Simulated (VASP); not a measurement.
# PbS (Pm-3m) in VASP: single point with HSE06

Aim: the single point of PbS with HSE06.

Everything below comes from runs of VASP 6.6.1. Logs are shortened: lines on timing, memory, paths and dates and some standing lists are left out, and cuts for length are marked.

## 1. The cell of the first run

The structure is cubic, space group Pm-3m (No. 221). Conventional cell: a = 3.654 Å, b = 3.654 Å, c = 3.654 Å, α = 90.00°, β = 90.00°, γ = 90.00°. Pb (site symmetry m-3m) has 8 S at 3.16 Å and 6 Pb at 3.65 Å within 4.2 Å. S (site symmetry m-3m) has 8 Pb at 3.16 Å and 6 S at 3.65 Å within 4.2 Å.

## 2. Single point, HSE06

File POSCAR:

```
PbS
1.0
    3.6536590000      0.0000000000      0.0000000000
    0.0000000000      3.6536590000      0.0000000000
    0.0000000000      0.0000000000      3.6536590000
Pb S
1 1
Direct
    0.0000000000      0.0000000000      0.0000000000
    0.5000000000      0.5000000000      0.5000000000
```

File INCAR.step1:

```
SYSTEM = PbS
PREC = Accurate ; ENCUT = 400
EDIFF = 1E-5 ; ISMEAR = -1
SIGMA = 0.05 ; LREAL = .False.
LASPH = .True. ; NELM = 120
ALGO = Normal ; ISIF = 2
LWAVE = .True. ; LCHARG = .False.
GGA = PE ; NBANDS = 17
GGA_COMPAT = .False.
```

File INCAR.step2:

```
SYSTEM = PbS
PREC = Accurate ; ENCUT = 400
EDIFF = 1E-6 ; ISMEAR = -1
SIGMA = 0.05 ; LREAL = .False.
LASPH = .True. ; NELM = 120
ALGO = Normal ; ISIF = 2
LWAVE = .False. ; LCHARG = .False.
GGA = PE ; LHFCALC = .True.
HFSCREEN = 0.2079 ; PRECFOCK = Normal
ISTART = 1 ; NBANDS = 17
GGA_COMPAT = .False.
```

File KPOINTS:

```
Automatic mesh
0
Gamma
  6 6 6
  0 0 0
```

Potentials or basis: VASP PAW PBE potentials, release 64 (Pb_d, S).

Run with:

```bash
$ cat potpaw_PBE.64/Pb_d/POTCAR potpaw_PBE.64/S/POTCAR > POTCAR
$ cp INCAR.step1 INCAR
$ mpirun -np 1 vasp_std > vasp.out
$ cp INCAR.step2 INCAR
$ mpirun -np 1 vasp_std > vasp.out
```

OUTCAR:

```text
SYSTEM = PbS
   PREC = Accurate
   ENCUT = 400
   EDIFF = 1E-6
   ISMEAR = -1
   LREAL = .False.
   LASPH = .True.
   NELM = 120
   ISIF = 2
   GGA = PE
   LHFCALC = .True.
   HFSCREEN = 0.2079
   PRECFOCK = Normal
   ISTART = 1

 ion  position               nearest neighbor table
   1  0.000  0.000  0.000-   2 3.16   2 3.16   2 3.16   2 3.16   2 3.16   2 3.16   2 3.16   2 3.16

   2  0.500  0.500  0.500-   1 3.16   1 3.16   1 3.16   1 3.16   1 3.16   1 3.16   1 3.16   1 3.16

  LATTYP: Found a simple cubic cell.
 ALAT       =     3.6536590000

  Lattice vectors:

 A1 = (   3.6536590000,   0.0000000000,   0.0000000000)
 A2 = (   0.0000000000,   3.6536590000,   0.0000000000)
 A3 = (   0.0000000000,   0.0000000000,   3.6536590000)

Analysis of symmetry for initial positions (statically):
=====================================================================
 Subroutine PRICEL returns:
 Original cell was already a primitive cell.

 Routine SETGRP: Setting up the symmetry group for a
 simple cubic supercell.

 Subroutine GETGRP returns: Found 48 space group operations
 (whereof 48 operations were pure point group operations)
 out of a pool of 48 trial point group operations.

The static configuration has the point symmetry O_h .

Analysis of symmetry for dynamics (positions and initial velocities):
=====================================================================
 Subroutine PRICEL returns:
 Original cell was already a primitive cell.

 Routine SETGRP: Setting up the symmetry group for a
 simple cubic supercell.

 Subroutine GETGRP returns: Found 48 space group operations
 (whereof 48 operations were pure point group operations)
 out of a pool of 48 trial point group operations.

The dynamic configuration has the point symmetry O_h .

 Subroutine INISYM returns: Found 48 space group operations
 (whereof 48 operations are pure point group operations),
 and found     1 'primitive' translations

----------------------------------------------------------------------------------------

                                     Primitive cell

  volume of cell :      48.7735

  direct lattice vectors                    reciprocal lattice vectors
     3.653659000  0.000000000  0.000000000     0.273698230  0.000000000  0.000000000
     0.000000000  3.653659000  0.000000000     0.000000000  0.273698230  0.000000000
     0.000000000  0.000000000  3.653659000     0.000000000  0.000000000  0.273698230

  length of vectors
     3.653659000  3.653659000  3.653659000     0.273698230  0.273698230  0.273698230

  position of ions in fractional coordinates (direct lattice)
     0.000000000  0.000000000  0.000000000
     0.500000000  0.500000000  0.500000000

  ion indices of the primitive-cell ions
   primitive index   ion index
                 1           1
                 2           2

----------------------------------------------------------------------------------------

 KPOINTS: Automatic mesh

Automatic generation of k-mesh.
 Grid dimensions read from file:
 generate k-points for:    6    6    6

 Generating k-lattice:

  Cartesian coordinates                     Fractional coordinates (reciprocal lattice)
     0.045616372  0.000000000  0.000000000     0.166666667  0.000000000  0.000000000
     0.000000000  0.045616372  0.000000000     0.000000000  0.166666667  0.000000000
     0.000000000  0.000000000  0.045616372     0.000000000  0.000000000  0.166666667

  Length of vectors
     0.045616372  0.045616372  0.045616372

  Shift w.r.t. Gamma in fractional coordinates (k-lattice)
     0.000000000  0.000000000  0.000000000

 Subroutine IBZKPT returns following result:
 ===========================================

 Found     20 irreducible k-points:

 Following reciprocal coordinates:
            Coordinates               Weight
  0.000000  0.000000  0.000000      1.000000
  0.166667  0.000000  0.000000      6.000000
  0.333333  0.000000  0.000000      6.000000
  0.500000  0.000000  0.000000      3.000000
  0.166667  0.166667  0.000000     12.000000
  0.333333  0.166667  0.000000     24.000000
[... 12 lines left out ...]
  0.500000  0.500000  0.333333      6.000000
  0.500000  0.500000  0.500000      1.000000
   k-points           NKPTS =     20   k-points in BZ     NKDIM =    216   number of bands    NBANDS=     17
   number of dos      NEDOS =    301   number of ions     NIONS =      2
   total plane-waves  NPLWV =  13824
   dimension x,y,z NGX =    24 NGY =   24 NGZ =   24
   dimension x,y,z NGXF=    48 NGYF=   48 NGZF=   48
   ions per type =               1   1
   NGX,Y,Z   is equivalent  to a cutoff of  10.92, 10.92, 10.92 a.u.
   NGXF,Y,Z  is equivalent  to a cutoff of  21.84, 21.84, 21.84 a.u.
 SYSTEM =  PbS
   PREC   = accura    normal or accurate (medium, high low for compatibility)
   ISTART =      1    job   : 0-new  1-cont  2-samecut
   ICHARG =      0    charge: 1-file 2-atom 10-const
   ISPIN  =      1    spin polarized calculation?
   LNONCOLLINEAR =      F non collinear calculations
   LSORBIT =      F    spin-orbit coupling
   LASPH  =      T    aspherical Exc in radial PAW
   ENCUT  =  400.0 eV  29.40 Ry    5.42 a.u.   5.96  5.96  5.96*2*pi/ulx,y,z
   NELM   =    120;   NELMIN=  2; NELMDL=  0     # of ELM steps
   EDIFF  = 0.1E-05   stopping-criterion for ELM
   LREAL  =      F    real-space projection
   EDIFFG = 0.1E-04   stopping-criterion for IOM
   NSW    =      0    number of steps for IOM
   IBRION =     -1    ionic relax: 0-MD 1-quasi-New 2-CG
   NFREE  =      0    steps in history (QN), initial steepest desc. (CG)
   ISIF   =      2    stress and relaxation
   ISYM   =      3    0-nonsym 1-usesym 2-fastsym
   POTIM  = 0.5000    time-step for ionic-motion
   TEBEG  =    0.0;   TEEND  =   0.0 temperature during run
   PSTRESS=    0.0 pullay stress
   NELECT =      20.0000    total number of electrons
   NUPDOWN=      -1.0000    fix difference up-down
   EMIN   =  10.00;   EMAX   =-10.00  energy-range for DOS
   EFERMI =   0.00;   METHOD = LEGACY
   ISMEAR =    -1;   SIGMA  =   0.05  broadening in eV -4-tet -1-fermi 0-gaus
   EFERMI_NEDOS =   21; number of points for ismear=-14 and -15
   IALGO  =     38    algorithm
   IMIX   =      1    mixing-type and parameters
     AMIX     =   0.40;   BMIX     =  1.00
     AMIX_MAG =   1.60;   BMIX_MAG =  1.00
  volume/ion in A,a.u.               =      24.39       164.57
  Fermi-wavevector in a.u.,A,eV,Ry     =   1.216252  2.298383 20.126668  1.479268
  Thomas-Fermi vector in A             =   2.351612
   LORBIT       =      0    0 simple, 1 ext, 2 COOP (PROOUT), +10 PAW based schemes
   GGA     = PE    functional components
   LHFCALC =     T    Hartree Fock is set to
   PRECFOCK=normal    Normal, Fast or Accurate (Low or Medium for compatibility)
   ENCUT4O =  -1.0   cutoff for four orbital integrals eV
   NKREDX  =     1    reduce k-point grid by
   NKREDY  =     1    reduce k-point grid by
   NKREDZ  =     1    reduce k-point grid by
   AEXX    =    0.2500 exact exchange contribution
   HFSCREEN=    0.2079 screening length (either q_TF or 0.3 A-1)
   HFSCREENC=   0.2079 screening length for correlation (either q_TF or 0.3 A-1)
   ENCUTFOCK=  -1.0 apply spherical cutoff to Coloumb kernel
   IVDW    =     0    specifies the selected vdW correction
   LEPSILON=     F    determine dielectric tensor
   LRPA    =     F    only Hartree local field effects (RPA)
 non-spin polarized calculation
  energy-cutoff  :      400.00
  volume of cell :       48.77
 maximum number of plane-waves:       912
 NGX is ok and might be reduce to    24
  NGX = 18; NGY = 18; NGZ = 18

 number of electron      20.0000023 magnetization

 Free energy of the ion-electron system (eV)
  ---------------------------------------------------
  ext. energy  EPLUGINS =         0.00000000
  ---------------------------------------------------
  free energy    TOTEN  =        -9.84681637 eV

  energy without entropy =       -9.84370835  energy(sigma->0) =       -9.84526236

 E-fermi :   5.7945     XC(G=0):  -8.4243

 val. band max:        5.7551040764   @ k =   0.1667   0.1667   0.1667
 cond. band min:       6.4636231615   @ k =   0.5000   0.3333   0.3333
 fundamental gap:      0.7085190851
 Fermi energy:         5.7944548625

 k-point     1 :       0.0000    0.0000    0.0000
  band No.  band energies     occupation
      1     -12.9106      2.00000
      2     -12.9106      2.00000
      3     -12.7039      2.00000
      4     -12.7039      2.00000
      5     -12.7039      2.00000
      6      -8.8246      2.00000
[... 9 lines left out ...]
     16      19.6827      0.00000
     17      19.7206      0.00000

 k-point     2 :       0.1667    0.0000    0.0000
  band No.  band energies     occupation
      1     -12.9080      2.00000
      2     -12.8711      2.00000
      3     -12.7192      2.00000
      4     -12.7192      2.00000
      5     -12.7024      2.00000
      6      -8.5743      2.00000
[... 9 lines left out ...]
     16      19.1824      0.00000
     17      19.4591      0.00000

 k-point     3 :       0.3333    0.0000    0.0000
  band No.  band energies     occupation
      1     -12.9028      2.00000
      2     -12.7928      2.00000
      3     -12.7496      2.00000
      4     -12.7496      2.00000
      5     -12.6994      2.00000
      6      -7.9269      2.00000
[... 9 lines left out ...]
     16      17.1970      0.00000
     17      19.7324      0.00000

 k-point     4 :       0.5000    0.0000    0.0000
  band No.  band energies     occupation
      1     -12.9002      2.00000
      2     -12.7648      2.00000
      3     -12.7648      2.00000
      4     -12.7539      2.00000
      5     -12.6979      2.00000
      6      -7.4547      2.00000
[... 9 lines left out ...]
     16      19.7359      0.00000
     17      20.7564      0.00000

 k-point     5 :       0.1667    0.1667    0.0000
  band No.  band energies     occupation
      1     -12.8875      2.00000
      2     -12.8488      2.00000
      3     -12.7391      2.00000
      4     -12.7188      2.00000
      5     -12.7158      2.00000
      6      -8.3285      2.00000
[... 9 lines left out ...]
     16      17.7464      0.00000
     17      18.0276      0.00000

 k-point     6 :       0.3333    0.1667    0.0000
  band No.  band energies     occupation
      1     -12.8762      2.00000
      2     -12.7782      2.00000
      3     -12.7748      2.00000
      4     -12.7469      2.00000
      5     -12.7133      2.00000
      6      -7.7057      2.00000
[... 9 lines left out ...]
     16      17.8129      0.00000
     17      17.8461      0.00000

 k-point     7 :       0.5000    0.1667    0.0000
  band No.  band energies     occupation
      1     -12.8729      2.00000
      2     -12.7972      2.00000
      3     -12.7614      2.00000
      4     -12.7357      2.00000
      5     -12.7114      2.00000
      6      -7.2685      2.00000
[... 9 lines left out ...]
     16      18.2317      0.00000
     17      19.0632      0.00000

 k-point     8 :       0.3333    0.3333    0.0000
  band No.  band energies     occupation
      1     -12.8447      2.00000
      2     -12.8326      2.00000
      3     -12.7425      2.00000
      4     -12.7395      2.00000
      5     -12.7179      2.00000
      6      -7.1811      2.00000
[... 9 lines left out ...]
     16      16.9964      0.00000
     17      18.8126      0.00000
[... 123 lines left out ...]
      1     -12.8494      2.00000
      2     -12.7922      2.00000
      3     -12.7778      2.00000
      4     -12.7576      2.00000
      5     -12.6799      2.00000
      6      -6.7538      2.00000
[... 9 lines left out ...]
     16      17.1960      0.00000
     17      20.5838      0.00000

 k-point    16 :       0.5000    0.5000    0.1667
  band No.  band energies     occupation
      1     -12.8762      2.00000
      2     -12.7793      2.00000
      3     -12.7728      2.00000
      4     -12.7728      2.00000
      5     -12.6474      2.00000
      6      -6.5553      2.00000
[... 9 lines left out ...]
     16      17.6409      0.00000
     17      19.4176      0.00000

 k-point    17 :       0.3333    0.3333    0.3333
  band No.  band energies     occupation
      1     -12.8187      2.00000
      2     -12.7986      2.00000
      3     -12.7986      2.00000
      4     -12.7129      2.00000
      5     -12.7129      2.00000
      6      -6.7176      2.00000
[... 9 lines left out ...]
     16      17.8234      0.00000
     17      22.4392      0.00000

 k-point    18 :       0.5000    0.3333    0.3333
  band No.  band energies     occupation
      1     -12.8344      2.00000
      2     -12.8178      2.00000
      3     -12.7961      2.00000
      4     -12.7115      2.00000
      5     -12.6692      2.00000
      6      -6.5398      2.00000
[... 9 lines left out ...]
     16      18.8419      0.00000
     17      22.7169      0.00000

 k-point    19 :       0.5000    0.5000    0.3333
  band No.  band energies     occupation
      1     -12.8493      2.00000
      2     -12.8150      2.00000
      3     -12.8150      2.00000
      4     -12.6896      2.00000
      5     -12.6455      2.00000
      6      -6.4241      2.00000
[... 9 lines left out ...]
     16      19.7472      0.00000
     17      23.4728      0.00000

 k-point    20 :       0.5000    0.5000    0.5000
  band No.  band energies     occupation
      1     -12.8358      2.00000
      2     -12.8358      2.00000
      3     -12.8358      2.00000
      4     -12.6445      2.00000
      5     -12.6445      2.00000
      6      -6.3536      2.00000
[... 9 lines left out ...]
     16      20.7339      0.00000
     17      23.6429      0.00000

------------------------ aborting loop because EDIFF is reached ----------------------------------------

  FORCE on cell =-STRESS in cart. coord.  units (eV):
  Direction    XX          YY          ZZ          XY          YZ          ZX
  --------------------------------------------------------------------------------------
  -------------------------------------------------------------------------------------
  Total       -0.5045702     -0.5045702     -0.5045702      0.0000000      0.0000000     -0.0000000
  in kB      -16.5747930    -16.5747930    -16.5747930      0.0000000      0.0000000     -0.0000000
  external PRESSURE =     -16.5747930 kB  Pullay stress =       0.0000000 kB

 VOLUME and BASIS-vectors are now :
 -----------------------------------------------------------------------------
  energy-cutoff  :      400.00
  volume of cell :       48.77
      direct lattice vectors                 reciprocal lattice vectors
     3.653659000  0.000000000  0.000000000     0.273698230  0.000000000  0.000000000
     0.000000000  3.653659000  0.000000000     0.000000000  0.273698230  0.000000000
     0.000000000  0.000000000  3.653659000     0.000000000  0.000000000  0.273698230

 POSITION                                       TOTAL-FORCE (eV/Angst)
 -----------------------------------------------------------------------------------
      0.00000      0.00000      0.00000         0.000000      0.000000      0.000000
      1.82683      1.82683      1.82683         0.000000      0.000000      0.000000
 -----------------------------------------------------------------------------------
    total drift:                               -0.000003     -0.000002     -0.000002

  FREE ENERGIE OF THE ION-ELECTRON SYSTEM (eV)
  ---------------------------------------------------
  free  energy   TOTEN  =        -9.8468163733 eV

  energy  without entropy=       -9.8437083507  energy(sigma->0) =       -9.84526236
```

It took 45 min on 1 thread of AMD EPYC 7R43 (Zen 3), shared host; peak memory 0.22 GiB.

Results:

| Property | Result |
| --- | --- |
| Free energy | -9.8468 eV |
| Pressure | -1.7 GPa |
| Band gap on the k mesh | zero (bands 10 and 11 overlap by 0.09 eV) |

Levels at points of the mesh, in eV from the Fermi level:
| k point | band 6 | band 7 | band 8 | band 9 | band 10 | band 11 | band 12 | band 13 | band 14 | band 15 |
| --- | --- | --- | --- | --- | --- | --- | --- | --- | --- | --- |
| (0.00, 0.00, 0.00) | -14.62 | -7.20 | -1.89 | -1.89 | -1.89 | 6.12 | 6.12 | 7.48 | 7.48 | 7.48 |
| (0.50, 0.00, 0.00) | -13.25 | -9.84 | -0.67 | -0.67 | -0.11 | 0.76 | 4.61 | 4.61 | 7.48 | 10.06 |
| (0.50, 0.50, 0.00) | -12.41 | -7.76 | -5.00 | -5.00 | -0.43 | 4.98 | 4.98 | 6.80 | 7.97 | 10.38 |
| (0.50, 0.50, 0.50) | -12.15 | -6.31 | -2.78 | -2.78 | -2.78 | -0.13 | -0.13 | -0.13 | 14.94 | 14.94 |

Caveat: the PAW data sets were made with another functional, which shifts forces and pressure a little; spin-orbit coupling is left out, which moves the levels of the heavy elements.

The gap in the log of VASP goes by the Fermi energy; the results here count the filled bands.